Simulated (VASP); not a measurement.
# Hf (R-3m) in VASP: further runs, part 2 of 2

VASP 6.6.1.

**5. Single point, PBE**

This run uses another cell than the first one, of 22.61 Å³/atom.

File INCAR:

```
  PREC = Accurate
  ENCUT = 520
  EDIFF = 1E-7
  ISMEAR = 0
  SIGMA = 0.1
  LREAL = F
  LASPH = T
  NELM = 60
  ALGO = Fast
  ISIF = 2
  LWAVE = F
  LCHARG = T
  GGA = PE
  LELF = T
  LVHAR = T
  NBANDS = 22
```

File KPOINTS:

```
regular mesh
0
Gamma
  15 15 15
```

File POSCAR:

```
Hf
1.0
    1.5978264131      0.9225055097      7.6693982634
   -1.5978264131      0.9225055097      7.6693982634
    0.0000000000     -1.8450110194      7.6693982634
Hf
3
Direct
    0.0000000000      0.0000000000      0.0000000000
    0.2227033896      0.2227033896      0.2227033896
    0.7772966104      0.7772966104      0.7772966104
```

Potentials or basis: VASP PAW PBE potentials, release 64 (Hf_pv).

Started as:

```bash
cat potpaw_PBE.64/Hf_pv/POTCAR > POTCAR
mpirun -np 1 vasp_std > vasp.out
```

OUTCAR:

```text
PREC = Accurate
   ENCUT = 520
   EDIFF = 1E-7
   ISMEAR = 0
   LREAL = F
   LASPH = T
   NELM = 60
   ISIF = 2
   GGA = PE

 ion  position               nearest neighbor table
   1  0.000  0.000  0.000-   3 3.14   2 3.14   3 3.14   3 3.14   2 3.14   2 3.14
   2  0.223  0.223  0.223-   1 3.14   1 3.14   1 3.14   3 3.17   3 3.17   3 3.17
   3  0.777  0.777  0.777-   1 3.14   1 3.14   1 3.14   2 3.17   2 3.17   2 3.17

  LATTYP: Found a trigonal (rhomboedric) cell.
 ALAT       =     7.8882022910
 COS(alpha) =     0.9179396984

  Lattice vectors:

 A1 = (   1.5978264131,   0.9225055097,   7.6693982634)
 A2 = (  -1.5978264131,   0.9225055097,   7.6693982634)
 A3 = (   0.0000000000,  -1.8450110194,   7.6693982634)

Analysis of symmetry for initial positions (statically):
=====================================================================
 Subroutine PRICEL returns:
 Original cell was already a primitive cell.

 Routine SETGRP: Setting up the symmetry group for a
 trigonal (rhombohedral) supercell.

 Subroutine GETGRP returns: Found 12 space group operations
 (whereof 12 operations were pure point group operations)
 out of a pool of 12 trial point group operations.

The static configuration has the point symmetry D_3d.

Analysis of symmetry for dynamics (positions and initial velocities):
=====================================================================
 Subroutine PRICEL returns:
 Original cell was already a primitive cell.

 Routine SETGRP: Setting up the symmetry group for a
 trigonal (rhombohedral) supercell.

 Subroutine GETGRP returns: Found 12 space group operations
 (whereof 12 operations were pure point group operations)
 out of a pool of 12 trial point group operations.

The dynamic configuration has the point symmetry D_3d.

 Subroutine INISYM returns: Found 12 space group operations
 (whereof 12 operations are pure point group operations),
 and found     1 'primitive' translations

----------------------------------------------------------------------------------------

                                     Primitive cell

  volume of cell :      67.8283

  direct lattice vectors                    reciprocal lattice vectors
     1.597826413  0.922505510  7.669398263     0.312925106  0.180667394  0.043462775
    -1.597826413  0.922505510  7.669398263    -0.312925106  0.180667394  0.043462775
     0.000000000 -1.845011019  7.669398263     0.000000000 -0.361334789  0.043462775

  length of vectors
     7.888202291  7.888202291  7.888202291     0.363939339  0.363939339  0.363939339

  position of ions in fractional coordinates (direct lattice)
     0.000000000  0.000000000  0.000000000
     0.222703390  0.222703390  0.222703390
     0.777296610  0.777296610  0.777296610

  ion indices of the primitive-cell ions
   primitive index   ion index
                 1           1
                 2           2
                 3           3

----------------------------------------------------------------------------------------

 KPOINTS: regular mesh

Automatic generation of k-mesh.
 Grid dimensions read from file:
 generate k-points for:   15   15   15

 Generating k-lattice:

  Cartesian coordinates                     Fractional coordinates (reciprocal lattice)
     0.020861674  0.012044493  0.002897518     0.066666667  0.000000000  0.000000000
    -0.020861674  0.012044493  0.002897518     0.000000000  0.066666667  0.000000000
     0.000000000 -0.024088986  0.002897518     0.000000000  0.000000000  0.066666667

  Length of vectors
     0.024262623  0.024262623  0.024262623

  Shift w.r.t. Gamma in fractional coordinates (k-lattice)
     0.000000000  0.000000000  0.000000000

 Subroutine IBZKPT returns following result:
 ===========================================

 Found    344 irreducible k-points:

 Following reciprocal coordinates:
            Coordinates               Weight
  0.000000  0.000000  0.000000      1.000000
  0.066667  0.000000  0.000000      6.000000
  0.133333  0.000000  0.000000      6.000000
  0.200000  0.000000  0.000000      6.000000
  0.266667  0.000000  0.000000      6.000000
  0.333333 -0.000000 -0.000000      6.000000
[... 16 lines left out ...]
  0.133333  0.133333  0.000000      6.000000
  0.200000  0.133333  0.000000     12.000000
 [... further k-points ...]
   k-points           NKPTS =    344   k-points in BZ     NKDIM =    344   number of bands    NBANDS=     22
   number of dos      NEDOS =    301   number of ions     NIONS =      3
   total plane-waves  NPLWV = 216000
   dimension x,y,z NGX =    60 NGY =   60 NGZ =   60
   dimension x,y,z NGXF=   120 NGYF=  120 NGZF=  120
   ions per type =               3
   NGX,Y,Z   is equivalent  to a cutoff of  12.65, 12.65, 12.65 a.u.
   NGXF,Y,Z  is equivalent  to a cutoff of  25.29, 25.29, 25.29 a.u.
 SYSTEM =  unknown system
   PREC   = accura    normal or accurate (medium, high low for compatibility)
   ISTART =      0    job   : 0-new  1-cont  2-samecut
   ICHARG =      2    charge: 1-file 2-atom 10-const
   ISPIN  =      1    spin polarized calculation?
   LNONCOLLINEAR =      F non collinear calculations
   LSORBIT =      F    spin-orbit coupling
   LASPH  =      T    aspherical Exc in radial PAW
   ENCUT  =  520.0 eV  38.22 Ry    6.18 a.u.  14.67 14.67 14.67*2*pi/ulx,y,z
   NELM   =     60;   NELMIN=  2; NELMDL= -5     # of ELM steps
   EDIFF  = 0.1E-06   stopping-criterion for ELM
   LREAL  =      F    real-space projection
   EDIFFG = 0.1E-05   stopping-criterion for IOM
   NSW    =      0    number of steps for IOM
   IBRION =     -1    ionic relax: 0-MD 1-quasi-New 2-CG
   NFREE  =      0    steps in history (QN), initial steepest desc. (CG)
   ISIF   =      2    stress and relaxation
   ISYM   =      2    0-nonsym 1-usesym 2-fastsym
   POTIM  = 0.5000    time-step for ionic-motion
   TEBEG  =    0.0;   TEEND  =   0.0 temperature during run
   PSTRESS=    0.0 pullay stress
   NELECT =      30.0000    total number of electrons
   NUPDOWN=      -1.0000    fix difference up-down
   EMIN   =  10.00;   EMAX   =-10.00  energy-range for DOS
   EFERMI =   0.00;   METHOD = LEGACY
   ISMEAR =     0;   SIGMA  =   0.10  broadening in eV -4-tet -1-fermi 0-gaus
   EFERMI_NEDOS =   21; number of points for ismear=-14 and -15
   IALGO  =     68    algorithm
   IMIX   =      4    mixing-type and parameters
     AMIX     =   0.40;   BMIX     =  1.00
     AMIX_MAG =   1.60;   BMIX_MAG =  1.00
  volume/ion in A,a.u.               =      22.61       152.58
  Fermi-wavevector in a.u.,A,eV,Ry     =   1.247321  2.357095 21.168074  1.555810
  Thomas-Fermi vector in A             =   2.381458
   LORBIT       =      0    0 simple, 1 ext, 2 COOP (PROOUT), +10 PAW based schemes
   GGA     = PE    functional components
   LHFCALC =     F    Hartree Fock is set to
   AEXX    =    0.0000 exact exchange contribution
   IVDW    =     0    specifies the selected vdW correction
   LEPSILON=     F    determine dielectric tensor
   LRPA    =     F    only Hartree local field effects (RPA)
 non-spin polarized calculation
 RMM-DIIS sequential band-by-band and
 Gauss-broadening in eV      SIGMA  =   0.10
  energy-cutoff  :      520.00
  volume of cell :       67.83
 maximum number of plane-waves:      1849
   NGX = 29   NGY = 29   NGZ = 29

 number of electron      30.0000002 magnetization

 Free energy of the ion-electron system (eV)
  ---------------------------------------------------
  ext. energy  EPLUGINS =         0.00000000
  ---------------------------------------------------
  free energy    TOTEN  =       -29.68725038 eV

  energy without entropy =      -29.67166552  energy(sigma->0) =      -29.67945795

 E-fermi :   4.7443     XC(G=0): -11.2364

 val. band max:        4.7436103117   @ k =  -0.1333   0.4000   0.0667
 cond. band min:       4.7443095331   @ k =  -0.4000   0.4000   0.0000
 fundamental gap:      0.0006992214
 Fermi energy:         4.7442553619

 k-point     1 :       0.0000    0.0000    0.0000
  band No.  band energies     occupation
      1     -26.0172      2.00000
      2     -26.0153      2.00000
      3     -25.5051      2.00000
      4     -25.5051      2.00000
      5     -25.4761      2.00000
      6     -25.4761      2.00000
[... 574 lines left out ...]
      6     -25.5230      2.00000
[... 14 lines left out ...]
     21       7.1443      0.00000
     22       7.2060      0.00000

 [... further k-points ...]

------------------------ aborting loop because EDIFF is reached ----------------------------------------

  FORCE on cell =-STRESS in cart. coord.  units (eV):
  Direction    XX          YY          ZZ          XY          YZ          ZX
  --------------------------------------------------------------------------------------
  -------------------------------------------------------------------------------------
  Total       -0.1744843     -0.1744843     -0.2144502      0.0000000      0.0000000      0.0000000
  in kB       -4.1215045     -4.1215045     -5.0655429      0.0000000      0.0000000      0.0000000
  external PRESSURE =      -4.4361840 kB  Pullay stress =       0.0000000 kB

 VOLUME and BASIS-vectors are now :
 -----------------------------------------------------------------------------
  energy-cutoff  :      520.00
  volume of cell :       67.83
      direct lattice vectors                 reciprocal lattice vectors
     1.597826413  0.922505510  7.669398263     0.312925106  0.180667394  0.043462775
    -1.597826413  0.922505510  7.669398263    -0.312925106  0.180667394  0.043462775
     0.000000000 -1.845011019  7.669398263     0.000000000 -0.361334789  0.043462775

 POSITION                                       TOTAL-FORCE (eV/Angst)
 -----------------------------------------------------------------------------------
      0.00000      0.00000      0.00000         0.000000      0.000000     -0.000000
      0.00000      0.00000      5.12400         0.000000     -0.000000     -0.002570
      0.00000      0.00000     17.88419         0.000000      0.000000      0.002570
 -----------------------------------------------------------------------------------
    total drift:                               -0.000000     -0.000000      0.000000

  FREE ENERGIE OF THE ION-ELECTRON SYSTEM (eV)
  ---------------------------------------------------
  free  energy   TOTEN  =       -29.6872503802 eV

  energy  without entropy=      -29.6716655238  energy(sigma->0) =      -29.67945795
```

Wall time 50 min (1 thread of Intel Xeon 6975P-C (Granite Rapids), shared host); peak memory 0.76 GiB.

What came out:

* Free energy: -29.6873 eV
* Pressure: -0.4 GPa
* Band gap on the k mesh: zero (bands 15 and 16 overlap by 1.58 eV)

Forces on the atoms (eV/Å):
```
Hf   0.000  0.000  0.000
Hf   0.000  0.000 -0.003
Hf   0.000  0.000  0.003
```

Stress tensor (GPa, compression positive):
```
-0.41  0.00  0.00
 0.00 -0.41  0.00
 0.00  0.00 -0.51
```

Levels at points of the mesh, in eV from the Fermi level:
```tsv
k point	band 12	band 13	band 14	band 15	band 16	band 17	band 18	band 19
(0.00, 0.00, 0.00)	-4.33	-0.04	0.04	1.11	1.11	1.36	1.36	1.48
```

Caveat: spin-orbit coupling is left out, which moves the levels of the heavy elements.

**6. Relaxation of cell and atoms, PBE**

This run uses another cell than the first one: it holds 2 atoms, not 3.

File INCAR:

```
SYSTEM = Hf
PREC = Accurate ; ENCUT = 600
EDIFF = 1E-6 ; ISMEAR = 0
SIGMA = 0.1 ; LREAL = .FALSE.
LASPH = .TRUE. ; NELM = 60
ALGO = Fast ; ISIF = 3
LWAVE = .FALSE. ; LCHARG = .FALSE.
GGA = PE ; IBRION = 2
NSW = 90 ; EDIFFG = -0.04
```

File KPOINTS:

```
regular mesh
0
G
  6 6 6
  0 0 0
```

File POSCAR:

```
Hf
1.0
    1.9350062615      1.1171763860      3.5882371181
   -1.9350062615      1.1171763860      3.5882371181
    0.0000000000     -2.2343527719      3.5882371181
Hf
2
Direct
    0.2275400000      0.2275400000      0.2275400000
    0.7724600000      0.7724600000      0.7724600000
```

Potentials or basis: VASP PAW PBE potentials, release 64 (Hf_pv).

Started as:

```bash
cat potpaw_PBE.64/Hf_pv/POTCAR > POTCAR
mpirun -np 1 vasp_std > vasp.out
```

Run time: 8.9 min. Hardware: 1 thread of Intel Xeon Platinum 8488C (Sapphire Rapids), shared host; peak memory 0.25 GiB.

The run converged. Its results:

- Free energy: -19.7097 eV
- Relaxed volume: 22.42 Å³/atom
- Relaxed cell: a = 5.485 Å, b = 5.485 Å, c = 5.485 Å, α = 33.53°, β = 33.53°, γ = 33.53°
- Space group after relaxing (to 0.1 Å): Fm-3m (No. 225)
- Pressure after relaxing: -0.1 GPa
- Largest force after relaxing: 0.039 eV/Å
- Band gap on the k mesh: zero (bands 10 and 11 overlap by 1.44 eV)

Forces on the atoms (eV/Å):
```
Hf   0.000  0.000 -0.039
Hf   0.000  0.000  0.039
```

Stress tensor (GPa, compression positive):
```
-0.15  0.00  0.00
 0.00 -0.15  0.00
 0.00  0.00 -0.02
```

Final structure:
```xyz
2
Lattice="1.5821 0.9134 5.1722 -1.5821 0.9134 5.1722 0.0000 -1.8268 5.1722" Properties=species:S:1:pos:R:3 pbc="T T T"
Hf    0.0000    0.0000    3.8885
Hf    0.0000    0.0000   11.6281
```

Levels at points of the mesh, in eV from the Fermi level:
| k point | band 7 | band 8 | band 9 | band 10 | band 11 | band 12 | band 13 | band 14 |
| --- | --- | --- | --- | --- | --- | --- | --- | --- |
| (0.00, 0.00, 0.00) | -7.17 | -3.60 | 0.59 | 1.22 | 1.22 | 1.42 | 1.43 | 1.43 |
| (0.50, 0.00, 0.00) | -2.49 | -2.48 | -1.13 | -1.11 | 0.37 | 0.44 | 2.96 | 3.07 |
| (0.50, 0.50, 0.00) | -3.60 | -3.21 | -2.09 | 0.61 | 1.20 | 1.21 | 2.53 | 6.31 |
| (0.50, 0.50, 0.50) | -5.32 | -5.28 | 0.07 | 0.21 | 1.78 | 1.78 | 1.80 | 1.80 |

Caveat: a cell axis changed by over 15 % at a fixed basis, so the end point is rough; spin-orbit coupling is left out, which moves the levels of the heavy elements.

**7. Overview**

| task | cell | k mesh | cutoff (eV) | gap on the mesh (eV) | pressure (GPa) | relaxed volume (Å³/atom) | largest force (eV/Å) |
| --- | --- | --- | --- | --- | --- | --- | --- |
| single point | a = 7.924 Å, angles 23.2°, 3 atoms, atomic positions A | 6 × 6 × 6 | 520 | none | -0.7 | - | 0.01 |
| single point | a = 8.285 Å, angles 23.2°, 3 atoms, atomic positions A | 6 × 6 × 6 | 520 | none | -11.7 | - | 0.06 |
| relaxation of cell and atoms | relaxed from a = 8.285 Å, angles 23.2°, 3 atoms, atomic positions A | 6 × 6 × 6 | 600 | none | -0.1 | 22.56 | 0.03 |
| single point | a = 7.888 Å, angles 23.4°, 3 atoms, atomic positions A | 15 × 15 × 15 | 520 | none | -0.4 | - | - |
| relaxation of cell and atoms | relaxed from a = 4.227 Å, angles 54.5°, 2 atoms, atomic positions B | 6 × 6 × 6 | 600 | none | -0.1 | 22.42 | 0.04 |

Alike in all rows: level PBE; potentials or basis VASP PAW PBE potentials, release 64 (Hf_pv); no spin polarisation; smearing gaussian 0.1 eV.

Caveats: some runs use coarse meshes; spin-orbit coupling is left out, which moves the levels of the heavy elements; a cell axis changed by over 15 % at a fixed basis, so the end point is rough (at least some runs).

Total energies depend on the potentials used, so only differences within one code and one set of settings carry meaning.
